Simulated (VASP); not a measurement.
# AlN (Cm) in VASP: a series of runs

Runs on AlN. Level: r2SCAN. Tasks: single point.

All numbers are computed with VASP 6.6.1; they aren't measurements. Logs are shortened: lines on timing, memory, paths and dates and some standing lists are left out, and cuts for length are marked.

## 1. The cell of the first run

Symmetry: Cm, No. 8, monoclinic system. Conventional cell: a = 5.389 Å, b = 3.111 Å, c = 4.978 Å, α = 90.00°, β = 91.43°, γ = 90.00°. Al (site symmetry m) has 4 N at 1.87 to 1.92 Å within 2.5 Å. Al (site symmetry m) has 4 N at 1.88 to 1.92 Å within 2.5 Å. Within 2.5 Å of N (site symmetry m) lie 4 Al at 1.88 to 1.92 Å. Within 2.5 Å of N (site symmetry m) lie 4 Al at 1.87 to 1.92 Å.

## 2. Single point, r2SCAN (strain +0.0250 x Voigt [0, 0, 0, 1, 0, 0])

POSCAR

```
AlN
1.0
    3.1110021516      0.0000000000      0.0000000000
   -1.5555010758      2.6942068945      0.0336775862
    0.0000000000      0.0622250000      4.9780000000
Al N
2 2
Direct
    0.3333333333      0.6666666667      0.0000000000
    0.6666666667      0.3333333333      0.5000000000
    0.3333333333      0.6666666667      0.3850000000
    0.6666666667      0.3333333333      0.8850000000
```

INCAR.step1

```
PREC = Accurate
ENCUT = 520
ISMEAR = 0
SIGMA = 0.05
LREAL = F
LASPH = T
NELM = 80
NBANDS = 16
GGA = PE
ALGO = Normal
EDIFF = 1E-4
LWAVE = T
LCHARG = F
```

INCAR.step2

```
PREC = Accurate
ENCUT = 520
EDIFF = 1E-6
ISMEAR = 0
SIGMA = 0.05
LREAL = F
LASPH = T
NELM = 80
ALGO = Normal
ISIF = 2
LWAVE = F
LCHARG = F
METAGGA = R2SCAN
LMIXTAU = T
NBANDS = 16
ISTART = 1
```

KPOINTS

```
regular mesh
0
Gamma
  12 12 6
```

Potentials or basis: VASP PAW PBE potentials, release 64 (Al, N).

On the command line:

```sh
$ cat potpaw_PBE.64/Al/POTCAR potpaw_PBE.64/N/POTCAR > POTCAR
$ cp INCAR.step1 INCAR
$ mpirun -np 1 vasp_std > vasp.out
$ cp INCAR.step2 INCAR
$ mpirun -np 1 vasp_std > vasp.out
```

OUTCAR:

```text
PREC = Accurate
   ENCUT = 520
   EDIFF = 1E-6
   ISMEAR = 0
   LREAL = F
   LASPH = T
   NELM = 80
   ISIF = 2
   METAGGA = R2SCAN
   ISTART = 1

 ion  position               nearest neighbor table
   1  0.333  0.667  0.000-   4 1.87   4 1.89   4 1.89   3 1.92   2 3.03   2 3.05   2 3.05   2 3.09
                             2 3.09   2 3.11
   2  0.667  0.333  0.500-   3 1.88   3 1.88   3 1.90   4 1.92   1 3.03   1 3.05   1 3.05   1 3.09
                             1 3.09   1 3.11
   3  0.333  0.667  0.385-   2 1.88   2 1.88   2 1.90   1 1.92
   4  0.667  0.333  0.885-   1 1.87   1 1.89   1 1.89   2 1.92

  LATTYP: Found a base centered monoclinic cell.
 ALAT       =     5.3888347424
 B/A-ratio  =     0.5773051690
 C/A-ratio  =     0.9238340252
 COS(beta)  =    -0.0249960944

  Lattice vectors:

 A1 = (  -1.5555010758,  -2.6942068945,  -0.0336775862)
 A2 = (   1.5555010758,  -2.6942068945,  -0.0336775862)
 A3 = (   0.0000000000,   0.0622250000,   4.9780000000)

Analysis of symmetry for initial positions (statically):
=====================================================================
 Subroutine PRICEL returns:
 Original cell was already a primitive cell.

 Routine SETGRP: Setting up the symmetry group for a
 base centered monoclinic supercell.

 Subroutine GETGRP returns: Found  2 space group operations
 (whereof  2 operations were pure point group operations)
 out of a pool of  4 trial point group operations.

The static configuration has the point symmetry C_1h.

Analysis of symmetry for dynamics (positions and initial velocities):
=====================================================================
 Subroutine PRICEL returns:
 Original cell was already a primitive cell.

 Routine SETGRP: Setting up the symmetry group for a
 base centered monoclinic supercell.

 Subroutine GETGRP returns: Found  2 space group operations
 (whereof  2 operations were pure point group operations)
 out of a pool of  4 trial point group operations.

The dynamic configuration has the point symmetry C_1h.

 Subroutine INISYM returns: Found  2 space group operations
 (whereof  2 operations are pure point group operations),
 and found     1 'primitive' translations

----------------------------------------------------------------------------------------

                                     Primitive cell

[... 88 lines left out ...]
   ISPIN  =      1    spin polarized calculation?
   LNONCOLLINEAR =      F non collinear calculations
   LSORBIT =      F    spin-orbit coupling
   LASPH  =      T    aspherical Exc in radial PAW
   ENCUT  =  520.0 eV  38.22 Ry    6.18 a.u.   5.78  5.78  9.26*2*pi/ulx,y,z
   NELM   =     80;   NELMIN=  2; NELMDL=  0     # of ELM steps
   EDIFF  = 0.1E-05   stopping-criterion for ELM
   LREAL  =      F    real-space projection
   EDIFFG = 0.1E-04   stopping-criterion for IOM
   NSW    =      0    number of steps for IOM
   IBRION =     -1    ionic relax: 0-MD 1-quasi-New 2-CG
   NFREE  =      0    steps in history (QN), initial steepest desc. (CG)
   ISIF   =      2    stress and relaxation
   ISYM   =      2    0-nonsym 1-usesym 2-fastsym
   POTIM  = 0.5000    time-step for ionic-motion
   TEBEG  =    0.0;   TEEND  =   0.0 temperature during run
   PSTRESS=    0.0 pullay stress
   NELECT =      16.0000    total number of electrons
   NUPDOWN=      -1.0000    fix difference up-down
   EMIN   =  10.00;   EMAX   =-10.00  energy-range for DOS
   EFERMI =   0.00;   METHOD = LEGACY
   ISMEAR =     0;   SIGMA  =   0.05  broadening in eV -4-tet -1-fermi 0-gaus
   EFERMI_NEDOS =   21; number of points for ismear=-14 and -15
   IALGO  =     38    algorithm
   IMIX   =      4    mixing-type and parameters
     AMIX     =   0.40;   BMIX     =  1.00
     AMIX_MAG =   1.60;   BMIX_MAG =  1.00
  volume/ion in A,a.u.               =      10.43        70.38
  Fermi-wavevector in a.u.,A,eV,Ry     =   1.189439  2.247713 19.249038  1.414764
  Thomas-Fermi vector in A             =   2.325546
   LORBIT       =      0    0 simple, 1 ext, 2 COOP (PROOUT), +10 PAW based schemes
   METAGGA = R2SCAN    functional components
   LHFCALC =     F    Hartree Fock is set to
   AEXX    =    0.0000 exact exchange contribution
   IVDW    =     0    specifies the selected vdW correction
   LEPSILON=     F    determine dielectric tensor
   LRPA    =     F    only Hartree local field effects (RPA)
 non-spin polarized calculation
 Gauss-broadening in eV      SIGMA  =   0.05
  energy-cutoff  :      520.00
  volume of cell :       41.72
 maximum number of plane-waves:      1138
   NGX = 11   NGY = 11   NGZ = 19

 number of electron      15.9999998 magnetization

 Free energy of the ion-electron system (eV)
  ---------------------------------------------------
  ext. energy  EPLUGINS =         0.00000000
  ---------------------------------------------------
  free energy    TOTEN  =       -38.44152939 eV

  energy without entropy =      -38.44152939  energy(sigma->0) =      -38.44152939

 E-fermi :   6.2397     XC(G=0): -11.4060

 val. band max:        5.9728291309   @ k =   0.0000   0.0000   0.0000
 cond. band min:      10.7886057536   @ k =   0.0000   0.0000   0.0000
 fundamental gap:      4.8157766227
 Fermi energy:         6.2396908404

 k-point     1 :       0.0000    0.0000    0.0000
  band No.  band energies     occupation
      1     -10.0711      2.00000
      2      -7.9507      2.00000
      3      -0.1394      2.00000
      4       4.9795      2.00000
      5       4.9800      2.00000
      6       5.6330      2.00000
[... 433 lines left out ...]
      3       0.6379      2.00000
      4       1.8835      2.00000
      5       2.7959      2.00000
      6       2.8598      2.00000
[... 8 lines left out ...]
     15      19.7987      0.00000
     16      21.7723      0.00000

 [... further k-points ...]
[... 5 lines left out ...]
  --------------------------------------------------------------------------------------
  -------------------------------------------------------------------------------------
  Total       -0.1185841     -0.1218187     -0.5033674      0.0000000     -0.9004454      0.0000000
  in kB       -4.5542690     -4.6784977    -19.3320275      0.0000000    -34.5819679      0.0000000
  external PRESSURE =      -9.5215981 kB  Pullay stress =       0.0000000 kB

 VOLUME and BASIS-vectors are now :
 -----------------------------------------------------------------------------
  energy-cutoff  :      520.00
  volume of cell :       41.72
      direct lattice vectors                 reciprocal lattice vectors
     3.111002152  0.000000000  0.000000000     0.321439829  0.185612374 -0.002320155
    -1.555501076  2.694206895  0.033677586     0.000000000  0.371224748 -0.004640309
     0.000000000  0.062225000  4.978000000     0.000000000 -0.002511441  0.200915282

 POSITION                                       TOTAL-FORCE (eV/Angst)
 -----------------------------------------------------------------------------------
     -0.00000      1.79614      0.02245        -0.000000     -0.138378      0.199662
      1.55550      0.92918      2.50023         0.000000     -0.120750      0.199370
     -0.00000      1.82009      1.93898         0.000000      0.118515     -0.199454
      1.55550      0.95314      4.41676         0.000000      0.140614     -0.199578
 -----------------------------------------------------------------------------------
    total drift:                                0.000002      0.000472     -0.008129

  FREE ENERGIE OF THE ION-ELECTRON SYSTEM (eV)
  ---------------------------------------------------
  free  energy   TOTEN  =       -38.4415293910 eV

  energy  without entropy=      -38.4415293910  energy(sigma->0) =      -38.44152939
```

OUTCAR.step1:

```text
PREC = Accurate
   ENCUT = 520
   ISMEAR = 0
   LREAL = F
[... 689 lines left out ...]
     -0.00000      1.79614      0.02245         0.000000     -0.144574      0.185224
      1.55550      0.92918      2.50023         0.000000     -0.127414      0.184978
     -0.00000      1.82009      1.93898         0.000000      0.125338     -0.185046
      1.55550      0.95314      4.41676        -0.000000      0.146650     -0.185156
 -----------------------------------------------------------------------------------
    total drift:                                0.000000      0.001097     -0.000374

  FREE ENERGIE OF THE ION-ELECTRON SYSTEM (eV)
  ---------------------------------------------------
  free  energy   TOTEN  =       -29.7573205080 eV

  energy  without entropy=      -29.7573205080  energy(sigma->0) =      -29.75732051
```

Wall time 3 min (1 thread of Intel Xeon 6975P-C (Granite Rapids), shared host); peak memory 0.26 GiB.

What came out:

* Free energy: -38.4415 eV
* Pressure: -1.0 GPa
* Largest force: 0.244 eV/Å
* Band gap on the k mesh: 4.82 eV

Forces on the atoms (eV/Å):
```
Al   0.000 -0.138  0.200
Al   0.000 -0.121  0.199
N    0.000  0.119 -0.199
N    0.000  0.141 -0.200
```

Levels at points of the mesh, in eV from the valence-band top:
| k point | band 6 | band 7 | band 8 | band 9 | band 10 | band 11 |
| --- | --- | --- | --- | --- | --- | --- |
| (0.00, 0.00, 0.00) | -0.34 | -0.33 | 0.00 | 4.82 | 7.44 | 11.55 |
| (0.50, 0.00, 0.00) | -2.23 | -1.81 | -0.80 | 6.40 | 6.48 | 8.90 |
| (0.00, 0.50, 0.00) | -2.24 | -1.81 | -0.80 | 6.39 | 6.49 | 8.93 |
| (0.00, 0.00, 0.50) | -0.72 | -0.62 | -0.62 | 7.17 | 7.17 | 11.23 |
| (0.50, 0.00, 0.50) | -1.59 | -1.48 | -1.36 | 5.89 | 5.97 | 9.93 |
| (0.00, 0.50, 0.50) | -1.57 | -1.56 | -1.31 | 5.84 | 6.01 | 9.83 |

Caveat: the cell differs from its parent crystal (strain +0.0250 x Voigt [0, 0, 0, 1, 0, 0]); the PAW data sets were made with another functional, which shifts forces and pressure a little. A k mesh can miss the band edges.

## 3. Single point, r2SCAN (strain +0.0125 x Voigt [0, 0, 0, 1, 0, 0])

Edit POSCAR of step 2 so:

```diff
@@ -3,4 +3,4 @@
     3.1110021516      0.0000000000      0.0000000000
-   -1.5555010758      2.6942068945      0.0336775862
-    0.0000000000      0.0622250000      4.9780000000
+   -1.5555010758      2.6942068945      0.0168387931
+    0.0000000000      0.0311125000      4.9780000000
 Al N
```

INCAR.step1

```
SYSTEM = AlN
  ALGO = Normal
  EDIFF = 1E-4
  ENCUT = 520
  GGA = PE
  ISMEAR = 0
  LASPH = .True.
  LCHARG = .False.
  LREAL = .False.
  LWAVE = .True.
  NBANDS = 16
  NELM = 80
  PREC = Accurate
  SIGMA = 0.05
```

INCAR.step2

```
SYSTEM = AlN
  ALGO = Normal
  EDIFF = 1E-6
  ENCUT = 520
  ISIF = 2
  ISMEAR = 0
  ISTART = 1
  LASPH = .True.
  LCHARG = .False.
  LMIXTAU = .True.
  LREAL = .False.
  LWAVE = .False.
  METAGGA = R2SCAN
  NBANDS = 16
  NELM = 80
  PREC = Accurate
  SIGMA = 0.05
```

KPOINTS

```
k-points
0
Gamma
  12 12 6
  0 0 0
```

Potentials or basis: VASP PAW PBE potentials, release 64 (Al, N).

On the command line:

```sh
$ cat potpaw_PBE.64/Al/POTCAR potpaw_PBE.64/N/POTCAR > POTCAR
$ cp INCAR.step1 INCAR
$ mpirun -np 1 vasp_std > vasp.out
$ cp INCAR.step2 INCAR
$ mpirun -np 1 vasp_std > vasp.out
```

Wall time 2.9 min (1 thread of Intel Xeon 6975P-C (Granite Rapids), shared host); peak memory 0.26 GiB.

It converged, with:

```
Free energy            : -38.4499 eV
Pressure               : -1.0 GPa
Largest force          : 0.208 eV/Å
Band gap on the k mesh : 4.83 eV
```

Forces on the atoms (eV/Å):
```
Al   0.000 -0.067  0.197
Al   0.000 -0.062  0.196
N    0.000  0.062 -0.197
N    0.000  0.067 -0.197
```

Stress tensor (GPa, compression positive):
```
-0.48  0.00  0.00
 0.00 -0.48 -1.73
 0.00 -1.73 -2.00
```

Levels at points of the mesh, in eV from the valence-band top:
| k point | band 4 | band 5 | band 6 | band 7 | band 8 | band 9 | band 10 | band 11 | band 12 | band 13 |
| --- | --- | --- | --- | --- | --- | --- | --- | --- | --- | --- |
| (0.00, 0.00, 0.00) | -0.98 | -0.98 | -0.32 | -0.31 | 0.00 | 4.83 | 7.45 | 11.57 | 11.94 | 11.94 |
| (0.50, 0.00, 0.00) | -4.29 | -3.42 | -2.22 | -1.80 | -0.79 | 6.42 | 6.49 | 8.94 | 11.16 | 11.67 |
| (0.00, 0.50, 0.00) | -4.29 | -3.42 | -2.22 | -1.80 | -0.79 | 6.41 | 6.49 | 8.95 | 11.17 | 11.66 |
| (0.00, 0.00, 0.50) | -3.40 | -0.68 | -0.68 | -0.63 | -0.63 | 7.18 | 7.18 | 11.24 | 11.24 | 12.19 |
| (0.50, 0.00, 0.50) | -5.71 | -1.59 | -1.58 | -1.45 | -1.39 | 5.92 | 5.96 | 9.99 | 10.09 | 12.80 |
| (0.00, 0.50, 0.50) | -5.68 | -1.60 | -1.57 | -1.49 | -1.36 | 5.90 | 5.98 | 9.94 | 10.15 | 12.79 |

Caveat: the cell differs from its parent crystal (strain +0.0125 x Voigt [0, 0, 0, 1, 0, 0]); the PAW data sets were made with another functional, which shifts forces and pressure a little. A k mesh can miss the band edges.
